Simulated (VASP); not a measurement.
# HfN (Fm-3m) in VASP: settings compared

HfN is run at these levels: PBE, LDA, PBEsol+D3(BJ); tasks: single point.

Everything below comes from runs of VASP 6.6.1. Logs are shortened: lines on timing, memory, paths and dates and some standing lists are left out, and cuts for length are marked.

### Step 1. The cell of the first run

The structure is cubic, space group Fm-3m (No. 225). The conventional cell has a = 4.518 Å, b = 4.518 Å, c = 4.518 Å, α = 90.00°, β = 90.00°, γ = 90.00°. Within 3.0 Å of Hf (site symmetry m-3m) lie 6 N at 2.26 Å. Within 3.0 Å of N (site symmetry m-3m) lie 6 Hf at 2.26 Å.

### Step 2. Single point, PBE

The input, INCAR:

```
ALGO = Normal ; EDIFF = 1E-6
ENCUT = 520 ; GGA = PE
ISIF = 2 ; ISMEAR = 0
LASPH = True ; LCHARG = True
LELF = True ; LREAL = False
LVHAR = True ; LWAVE = False
NBANDS = 14 ; NELM = 100
PREC = Accurate ; SIGMA = 0.05
```

The input, KPOINTS:

```
k-points
0
Gamma
  10 10 10
```

The input, POSCAR:

```
HfN
1.0
    0.0000000000      2.2590026142      2.2590026142
    2.2590026142      0.0000000000      2.2590026142
    2.2590026142      2.2590026142      0.0000000000
Hf N
1 1
Direct
    0.5000000000      0.5000000000      0.5000000000
    0.0000000000      0.0000000000      0.0000000000
```

Potentials or basis: VASP PAW PBE potentials, release 64 (Hf_pv, N).

Run with:

```sh
> cat potpaw_PBE.64/Hf_pv/POTCAR potpaw_PBE.64/N/POTCAR > POTCAR
> mpirun -np 1 vasp_std > vasp.out
```

OUTCAR:

```text
EDIFF = 1E-6
   ENCUT = 520
   GGA = PE
   ISIF = 2
   ISMEAR = 0
   LASPH = True
   LREAL = False
   NELM = 100
   PREC = Accurate

 ion  position               nearest neighbor table
   1  0.500  0.500  0.500-   2 2.26   2 2.26   2 2.26   2 2.26   2 2.26   2 2.26
   2  0.000  0.000  0.000-   1 2.26   1 2.26   1 2.26   1 2.26   1 2.26   1 2.26

  LATTYP: Found a face centered cubic cell.
 ALAT       =     4.5180052284

  Lattice vectors:

 A1 = (   0.0000000000,   2.2590026142,   2.2590026142)
 A2 = (   2.2590026142,   0.0000000000,   2.2590026142)
 A3 = (   2.2590026142,   2.2590026142,   0.0000000000)

Analysis of symmetry for initial positions (statically):
=====================================================================
 Subroutine PRICEL returns:
 Original cell was already a primitive cell.

 Routine SETGRP: Setting up the symmetry group for a
 face centered cubic supercell.

 Subroutine GETGRP returns: Found 48 space group operations
 (whereof 48 operations were pure point group operations)
 out of a pool of 48 trial point group operations.

The static configuration has the point symmetry O_h .

Analysis of symmetry for dynamics (positions and initial velocities):
=====================================================================
 Subroutine PRICEL returns:
 Original cell was already a primitive cell.

 Routine SETGRP: Setting up the symmetry group for a
 face centered cubic supercell.

 Subroutine GETGRP returns: Found 48 space group operations
 (whereof 48 operations were pure point group operations)
 out of a pool of 48 trial point group operations.

The dynamic configuration has the point symmetry O_h .

 Subroutine INISYM returns: Found 48 space group operations
 (whereof 48 operations are pure point group operations),
 and found     1 'primitive' translations

----------------------------------------------------------------------------------------

                                     Primitive cell

  volume of cell :      23.0558

  direct lattice vectors                    reciprocal lattice vectors
     0.000000000  2.259002614  2.259002614    -0.221336619  0.221336619  0.221336619
     2.259002614  0.000000000  2.259002614     0.221336619 -0.221336619  0.221336619
     2.259002614  2.259002614  0.000000000     0.221336619  0.221336619 -0.221336619

  length of vectors
     3.194712134  3.194712134  3.194712134     0.383366269  0.383366269  0.383366269

  position of ions in fractional coordinates (direct lattice)
     0.500000000  0.500000000  0.500000000
     0.000000000  0.000000000  0.000000000

  ion indices of the primitive-cell ions
   primitive index   ion index
                 1           1
                 2           2

----------------------------------------------------------------------------------------

 KPOINTS: k-points

Automatic generation of k-mesh.
 Grid dimensions read from file:
 generate k-points for:   10   10   10

 Generating k-lattice:

  Cartesian coordinates                     Fractional coordinates (reciprocal lattice)
    -0.022133662  0.022133662  0.022133662     0.100000000  0.000000000  0.000000000
     0.022133662 -0.022133662  0.022133662     0.000000000  0.100000000  0.000000000
     0.022133662  0.022133662 -0.022133662     0.000000000  0.000000000  0.100000000

  Length of vectors
     0.038336627  0.038336627  0.038336627

  Shift w.r.t. Gamma in fractional coordinates (k-lattice)
     0.000000000  0.000000000  0.000000000

 Subroutine IBZKPT returns following result:
 ===========================================

 Found     47 irreducible k-points:

 Following reciprocal coordinates:
            Coordinates               Weight
  0.000000  0.000000  0.000000      1.000000
  0.100000  0.000000  0.000000      8.000000
  0.200000  0.000000  0.000000      8.000000
  0.300000  0.000000  0.000000      8.000000
  0.400000  0.000000  0.000000      8.000000
  0.500000  0.000000  0.000000      4.000000
[... 16 lines left out ...]
  0.300000  0.300000  0.000000      6.000000
  0.400000  0.300000  0.000000     24.000000
 [... further k-points ...]
   k-points           NKPTS =     47   k-points in BZ     NKDIM =     47   number of bands    NBANDS=     14
   number of dos      NEDOS =    301   number of ions     NIONS =      2
   total plane-waves  NPLWV =  13824
   dimension x,y,z NGX =    24 NGY =   24 NGZ =   24
   dimension x,y,z NGXF=    48 NGYF=   48 NGZF=   48
   ions per type =               1   1
   NGX,Y,Z   is equivalent  to a cutoff of  12.49, 12.49, 12.49 a.u.
   NGXF,Y,Z  is equivalent  to a cutoff of  24.98, 24.98, 24.98 a.u.
 SYSTEM =  unknown system
   PREC   = accura    normal or accurate (medium, high low for compatibility)
   ISTART =      0    job   : 0-new  1-cont  2-samecut
   ICHARG =      2    charge: 1-file 2-atom 10-const
   ISPIN  =      1    spin polarized calculation?
   LNONCOLLINEAR =      F non collinear calculations
   LSORBIT =      F    spin-orbit coupling
   LASPH  =      T    aspherical Exc in radial PAW
   ENCUT  =  520.0 eV  38.22 Ry    6.18 a.u.   5.94  5.94  5.94*2*pi/ulx,y,z
   NELM   =    100;   NELMIN=  2; NELMDL= -5     # of ELM steps
   EDIFF  = 0.1E-05   stopping-criterion for ELM
   LREAL  =      F    real-space projection
   EDIFFG = 0.1E-04   stopping-criterion for IOM
   NSW    =      0    number of steps for IOM
   IBRION =     -1    ionic relax: 0-MD 1-quasi-New 2-CG
   NFREE  =      0    steps in history (QN), initial steepest desc. (CG)
   ISIF   =      2    stress and relaxation
   ISYM   =      2    0-nonsym 1-usesym 2-fastsym
   POTIM  = 0.5000    time-step for ionic-motion
   TEBEG  =    0.0;   TEEND  =   0.0 temperature during run
   PSTRESS=    0.0 pullay stress
   NELECT =      15.0000    total number of electrons
   NUPDOWN=      -1.0000    fix difference up-down
   EMIN   =  10.00;   EMAX   =-10.00  energy-range for DOS
   EFERMI =   0.00;   METHOD = LEGACY
   ISMEAR =     0;   SIGMA  =   0.05  broadening in eV -4-tet -1-fermi 0-gaus
   EFERMI_NEDOS =   21; number of points for ismear=-14 and -15
   IALGO  =     38    algorithm
   IMIX   =      4    mixing-type and parameters
     AMIX     =   0.40;   BMIX     =  1.00
     AMIX_MAG =   1.60;   BMIX_MAG =  1.00
  volume/ion in A,a.u.               =      11.53        77.79
  Fermi-wavevector in a.u.,A,eV,Ry     =   1.418552  2.680674 27.378855  2.012289
  Thomas-Fermi vector in A             =   2.539665
   LORBIT       =      0    0 simple, 1 ext, 2 COOP (PROOUT), +10 PAW based schemes
   GGA     = PE    functional components
   LHFCALC =     F    Hartree Fock is set to
   AEXX    =    0.0000 exact exchange contribution
   IVDW    =     0    specifies the selected vdW correction
   LEPSILON=     F    determine dielectric tensor
   LRPA    =     F    only Hartree local field effects (RPA)
 non-spin polarized calculation
 Gauss-broadening in eV      SIGMA  =   0.05
  energy-cutoff  :      520.00
  volume of cell :       23.06
 maximum number of plane-waves:       636
   NGX = 11   NGY = 11   NGZ = 11

 number of electron      15.0000000 magnetization

 Free energy of the ion-electron system (eV)
  ---------------------------------------------------
  ext. energy  EPLUGINS =         0.00000000
  ---------------------------------------------------
  free energy    TOTEN  =       -21.74776440 eV

  energy without entropy =      -21.74665408  energy(sigma->0) =      -21.74720924

 E-fermi :   8.4203     XC(G=0): -12.7322

 val. band max:        8.3791006377   @ k =  -0.4000   0.3000   0.0000
 cond. band min:       8.4349311880   @ k =  -0.1000   0.1000   0.0000
 fundamental gap:      0.0558305504
 Fermi energy:         8.4203238336

 k-point     1 :       0.0000    0.0000    0.0000
  band No.  band energies     occupation
      1     -22.7618      2.00000
      2     -22.7618      2.00000
      3     -22.7618      2.00000
      4      -9.1299      2.00000
      5       5.3507      2.00000
      6       5.3507      2.00000
      7       5.3507      2.00000
      8       8.0408      2.00000
      9       8.0408      2.00000
     10       8.0408      2.00000
     11      10.1795      0.00000
     12      10.3567      0.00000
     13      10.3567      0.00000
     14      17.9511      0.00000

 k-point     2 :       0.1000    0.0000    0.0000
  band No.  band energies     occupation
      1     -22.8622      2.00000
      2     -22.7702      2.00000
      3     -22.7702      2.00000
      4      -8.9023      2.00000
      5       4.4319      2.00000
      6       4.8106      2.00000
      7       4.8106      2.00000
      8       8.2642      1.99999
      9       8.3661      1.87475
     10       8.3661      1.87475
     11      10.8816      0.00000
     12      11.0916      0.00000
     13      11.0916      0.00000
     14      18.7165      0.00000

 k-point     3 :       0.2000    0.0000    0.0000
  band No.  band energies     occupation
      1     -23.1148      2.00000
      2     -22.7920      2.00000
      3     -22.7920      2.00000
      4      -8.2904      2.00000
      5       2.7632      2.00000
      6       3.8210      2.00000
      7       3.8210      2.00000
      8       8.6455      0.00000
      9       9.1798      0.00000
     10       9.1798      0.00000
     11      12.3321      0.00000
     12      12.7539      0.00000
     13      12.7539      0.00000
     14      20.5339      0.00000

 k-point     4 :       0.3000    0.0000    0.0000
  band No.  band energies     occupation
      1     -23.4092      2.00000
      2     -22.8187      2.00000
      3     -22.8187      2.00000
      4      -7.4784      2.00000
      5       1.1635      2.00000
      6       2.9525      2.00000
      7       2.9525      2.00000
      8       9.3715      0.00000
      9      10.3330      0.00000
     10      10.3330      0.00000
     11      13.5683      0.00000
     12      14.6653      0.00000
     13      14.6653      0.00000
     14      20.5907      0.00000

 k-point     5 :       0.4000    0.0000    0.0000
  band No.  band energies     occupation
      1     -23.6349      2.00000
      2     -22.8401      2.00000
      3     -22.8401      2.00000
      4      -6.7329      2.00000
      5      -0.0344      2.00000
      6       2.3906      2.00000
      7       2.3906      2.00000
      8      10.5556      0.00000
      9      11.5254      0.00000
     10      11.5254      0.00000
     11      13.6434      0.00000
[... 276 lines left out ...]
 k-point    22 :      -0.2000    0.2000    0.0000
  band No.  band energies     occupation
      1     -23.3557      2.00000
      2     -22.9994      2.00000
      3     -22.8081      2.00000
      4      -7.4243      2.00000
      5       1.1059      2.00000
      6       2.6964      2.00000
      7       3.4191      2.00000
      8       9.4556      0.00000
      9       9.7361      0.00000
     10      11.6577      0.00000
     11      12.0642      0.00000
     12      14.9721      0.00000
     13      16.1240      0.00000
     14      20.5866      0.00000

 k-point    23 :       0.3000    0.3000    0.0000
  band No.  band energies     occupation
      1     -23.3259      2.00000
      2     -22.9643      2.00000
      3     -22.9643      2.00000
      4      -7.8469      2.00000
      5       1.5654      2.00000
      6       4.5088      2.00000
      7       4.5088      2.00000
      8       5.4772      2.00000
      9      11.6390      0.00000
     10      12.1309      0.00000
     11      12.4775      0.00000
     12      12.4775      0.00000
     13      17.3675      0.00000
     14      20.5928      0.00000

 k-point    24 :       0.4000    0.3000    0.0000
  band No.  band energies     occupation
      1     -23.4343      2.00000
      2     -23.0251      2.00000
      3     -22.9962      2.00000
      4      -7.7364      2.00000
      5       1.7784      2.00000
      6       3.7688      2.00000
      7       4.2497      2.00000
      8       5.9126      2.00000
      9      12.4712      0.00000
     10      12.9558      0.00000
     11      13.1313      0.00000
     12      13.1964      0.00000
     13      17.5316      0.00000
     14      19.7206      0.00000

 [... further k-points ...]
[... 5 lines left out ...]
  --------------------------------------------------------------------------------------
  -------------------------------------------------------------------------------------
  Total        0.4390090      0.4390090      0.4390090      0.0000000     -0.0000000      0.0000000
  in kB       30.5073034     30.5073034     30.5073034      0.0000000     -0.0000000      0.0000000
  external PRESSURE =      30.5073034 kB  Pullay stress =       0.0000000 kB

 VOLUME and BASIS-vectors are now :
 -----------------------------------------------------------------------------
  energy-cutoff  :      520.00
  volume of cell :       23.06
      direct lattice vectors                 reciprocal lattice vectors
     0.000000000  2.259002614  2.259002614    -0.221336619  0.221336619  0.221336619
     2.259002614  0.000000000  2.259002614     0.221336619 -0.221336619  0.221336619
     2.259002614  2.259002614  0.000000000     0.221336619  0.221336619 -0.221336619

 POSITION                                       TOTAL-FORCE (eV/Angst)
 -----------------------------------------------------------------------------------
      2.25900      2.25900      2.25900         0.000000      0.000000      0.000000
      0.00000      0.00000      0.00000        -0.000000     -0.000000      0.000000
 -----------------------------------------------------------------------------------
    total drift:                                0.000000     -0.000000     -0.000000

  FREE ENERGIE OF THE ION-ELECTRON SYSTEM (eV)
  ---------------------------------------------------
  free  energy   TOTEN  =       -21.7477643960 eV

  energy  without entropy=      -21.7466540847  energy(sigma->0) =      -21.74720924
```

It took 19 s on 1 thread of Intel Xeon 8259CL, shared host; peak memory 0.15 GiB.

What came out:

```yaml
Free_energy: -21.7478 eV
Pressure: 3.1 GPa
```

Caveat: spin-orbit coupling is left out, which moves the levels of the heavy elements.

### Step 3. Single point, LDA

The input, INCAR:

```
SYSTEM = HfN
  PREC = Accurate
  ENCUT = 520
  EDIFF = 1E-7
  ISMEAR = 0
  SIGMA = 0.05
  LREAL = .False.
  LASPH = .True.
  NELM = 100
  ALGO = Normal
  ISIF = 2
  LWAVE = .False.
  LCHARG = .False.
  GGA = CA
  NBANDS = 14
```

The input, KPOINTS:

```
regular mesh
0
Gamma
  10 10 10
  0 0 0
```

POSCAR is that of step 2.

Potentials or basis: VASP PAW LDA potentials, release 64 (Hf_pv, N).

Run with:

```sh
> cat potpaw_LDA.64/Hf_pv/POTCAR potpaw_LDA.64/N/POTCAR > POTCAR
> mpirun -np 1 vasp_std > vasp.out
```

Run time: 18 s. Hardware: 1 thread of Intel Xeon 8259CL, shared host; peak memory 0.13 GiB.

It converged, with:

```yaml
Free_energy: -23.8350 eV
Pressure: -10.6 GPa
```

Levels at points of the mesh, in eV from the Fermi level:
```
           k point  band 5  band 6  band 7  band 8  band 9  band 10  band 11  band 12
(0.00, 0.00, 0.00)   -2.98   -2.98   -2.98   -0.41   -0.41    -0.41     1.89     1.89
(0.50, 0.00, 0.00)   -8.87   -6.18   -6.18    3.25    3.64     3.64     4.53     8.79
(0.50, 0.50, 0.00)   -5.32   -3.84   -3.63   -3.63    4.02     5.47     5.47     5.64
```

Caveat: spin-orbit coupling is left out, which moves the levels of the heavy elements.

### Step 4. Single point, LDA (volume scaled by 1.04)

The input, INCAR:

```
SYSTEM = HfN
ALGO = Normal ; EDIFF = 1E-6
ENCUT = 520 ; ISIF = 2
ISMEAR = 0 ; LASPH = .TRUE.
LCHARG = .FALSE. ; LREAL = .FALSE.
LWAVE = .FALSE. ; NBANDS = 14
NELM = 60 ; PREC = Accurate
SIGMA = 0.05
```

The input, KPOINTS:

```
k-points
0
G
  10 10 10
  0 0 0
```

The input, POSCAR:

```
HfN
1.0
    0.0000000000      2.2633053690      2.2633053690
    2.2633053690      0.0000000000      2.2633053690
    2.2633053690      2.2633053690      0.0000000000
Hf N
1 1
Direct
    0.5000000000      0.5000000000      0.5000000000
    0.0000000000      0.0000000000      0.0000000000
```

Run with:

```sh
> cat potpaw_LDA.64/Hf_pv/POTCAR potpaw_LDA.64/N/POTCAR > POTCAR
> mpirun -np 1 vasp_std > vasp.out
```

Wall time 17 s (1 thread of Intel Xeon 8259CL, shared host); peak memory 0.14 GiB.

The run converged. Its results:

```yaml
Free_energy: -23.8257 eV
Pressure: -12.1 GPa
```

Levels at points of the mesh, in eV from the Fermi level:
```
           k point  band 5  band 6  band 7  band 8  band 9  band 10  band 11  band 12
(0.00, 0.00, 0.00)   -2.97   -2.97   -2.97   -0.41   -0.41    -0.41     1.87     1.87
(0.50, 0.00, 0.00)   -8.83   -6.15   -6.15    3.22    3.61     3.61     4.50     8.72
(0.50, 0.50, 0.00)   -5.32   -3.82   -3.63   -3.63    3.99     5.42     5.42     5.58
```

Caveat: spin-orbit coupling is left out, which moves the levels of the heavy elements.

[end of part 1 of 2]
